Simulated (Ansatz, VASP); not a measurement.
B2Pt: VASP beside Ansatz

INCAR

```
SYSTEM = B2Pt
PREC = Accurate
ENCUT = 570
EDIFF = 1E-7
ISMEAR = 0
SIGMA = 0.1
LREAL = .False.
LASPH = .True.
NELM = 120
ALGO = Normal
ISIF = 3
LWAVE = .False.
LCHARG = .False.
GGA = PE
IVDW = 12
IBRION = 2
NSW = 90
EDIFFG = -0.04
GGA_COMPAT = .False.
NELMIN = 4
```

File KPOINTS:

```
regular mesh
0
Gamma
  6 6 2
  0 0 0
```

Contents of POSCAR:

```
B2Pt
1.0
    2.9501606000      0.0000000000      0.0000000000
   -1.4750803000      2.5549140200      0.0000000000
    0.0000000000      0.0000000000     10.7623463000
B Pt
4 2
Direct
    0.3333333300      0.6666666700      0.0000000000
    0.0000000000      0.0000000000      0.2156753800
    0.0000000000      0.0000000000      0.7156753800
    0.6666666700      0.3333333300      0.5000000000
    0.6666666700      0.3333333300      0.1078376900
    0.3333333300      0.6666666700      0.6078376900
```

Input for Ansatz:

```yaml
crystal:
  lattice:
    - [2.9501606, 0.0, 0.0]
    - [-1.4750803, 2.55491402, 0.0]
    - [0.0, 0.0, 10.7623463]
  atoms:
    - { symbol: B, position: [0.33333333, 0.66666667, 0.0] }
    - { symbol: B, position: [0.0, 0.0, 0.21567538] }
    - { symbol: B, position: [0.0, 0.0, 0.71567538] }
    - { symbol: B, position: [0.66666667, 0.33333333, 0.5] }
    - { symbol: Pt, position: [0.66666667, 0.33333333, 0.10783769] }
    - { symbol: Pt, position: [0.33333333, 0.66666667, 0.60783769] }
basis:
  ecutwfc: 420
kpoints:
  mp_grid: { grid: [6, 6, 2] }
hamiltonian:
  xc: pbe
  dispersion: d3bj
scf:
  occupations: { method: gaussian, width: 0.1 }
  lower_state_search: "off"
output:
  forces: true
  stress: true
  eigenvalues: true
relax:
  adjacent_minimum: "off"
  f_tol: 0.04
  max_steps: 70
  cell: { stress_tol: 0.4 }
```

Alike in both runs: task relaxation of cell and atoms; functional PBE; dispersion D3(BJ); k mesh 6 × 6 × 2; occupations gaussian, width 0.1 eV; no spin polarisation.

```csv
,VASP,Ansatz
version,VASP 6.6.1,Ansatz 0.2.0
potentials or method,"VASP PAW PBE potentials, release 64 (B, Pt_sv_GW), cutoff 570 eV","scalar-relativistic, plane waves, PAW"
valence electrons in the cell,48,48
```

Ansatz gave:

```
gap on the k mesh at the Fermi level, each at its own relaxed structure (eV)  : none
relaxed volume (Å³/atom)                                                      : 9.60
relaxed length of the cell vector where the two differ most in proportion (Å) : 7.203
```

Estimate VASP's values.

gap on the k mesh at the Fermi level, each at its own relaxed structure (eV): none; relaxed volume (Å³/atom): 11.18; relaxed length of the cell vector where the two differ most in proportion (Å): 5.958.

A gap of «none» marks a metal or a gap that the smearing closes. One of these differences is far larger than is usual between the two programs; its cause wasn't traced.

The k mesh is coarse, so the values compare programs but aren't converged. Spin-orbit coupling is off throughout. Noted on VASP's run: the volume moved by over 15 % at a fixed basis, so the end points are rough.
